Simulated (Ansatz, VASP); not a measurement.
## Mn: VASP beside Ansatz

File INCAR:

```
PREC = Accurate ; ENCUT = 520
EDIFF = 1E-6 ; ISMEAR = -1
SIGMA = 0.05 ; LREAL = False
LASPH = True ; NELM = 150
ALGO = Normal ; ISIF = 2
LWAVE = False ; LCHARG = False
ISPIN = 2 ; MAGMOM = -0.6
LORBIT = 11 ; LMAXMIX = 4
GGA = PS ; NBANDS = 16
```

Contents of KPOINTS:

```
regular mesh
0
Gamma
  18 18 18
```

Contents of POSCAR:

```
Mn
1.0
   -1.3965974284      1.3965974284      1.3965974284
    1.3965974284     -1.3965974284      1.3965974284
    1.3965974284      1.3965974284     -1.3965974284
Mn
1
Direct
    0.0000000000      0.0000000000      0.0000000000
```

Input for Ansatz:

```yaml
crystal:
  lattice:
    - [-1.3965974284, 1.3965974284, 1.3965974284]
    - [1.3965974284, -1.3965974284, 1.3965974284]
    - [1.3965974284, 1.3965974284, -1.3965974284]
  atoms:
    - { symbol: Mn, position: [0.0, 0.0, 0.0], spin: -0.6 }
hamiltonian:
  xc: pbesol
  pseudopotentials:
    kind: paw
    azcp:
      Mn: "pseudopotentials/Mn.paw.azcp"
basis:
  ecutwfc: 420
  fft_grid_basis: typed
kpoints:
  mp_grid: { grid: [18, 18, 18], shift: [0, 0, 0] }
magnetization:
  spin_polarized: true
scf:
  occupations: { method: fermi_dirac, width: 0.05 }
  lower_state_search: "off"
output:
  stress: true
  write_density: true
  write_potential: true
  elf: true
  volumetric_format: npy
```

Alike in both runs: task single point; functional PBEsol; k mesh 18 × 18 × 18; occupations fermi-dirac, width 0.05 eV; collinear spin.

```csv
,VASP,Ansatz
version,VASP 6.6.1,Ansatz 0.2.0
potentials or method,"VASP PAW PBE potentials, release 64 (Mn_pv), cutoff 520 eV","plane waves (420 eV) with PAW, scalar-relativistic"
valence electrons in the cell,13,15
```

Ansatz gave:

- pressure (GPa): -10.0
- net moment per atom (μB): 0.77
- size of the moment on the site where the two differ most (μB): 0.76

Question: What did VASP give for the same quantities?

Answer: Pressure (GPa): -9.9; net moment per atom (μB): 0.79; size of the moment on the site where the two differ most (μB): 0.78.

VASP's potentials were made for PBE, not for PBEsol, and Ansatz warns of the same on its side. Site moments also hang on the region over which each program counts them. The functional is the same, so the differences come from potentials, cutoffs and numerics. VASP's potentials hold 13 valence electrons a cell and Ansatz's 15, so a difference there can come from the potentials and not from the codes.
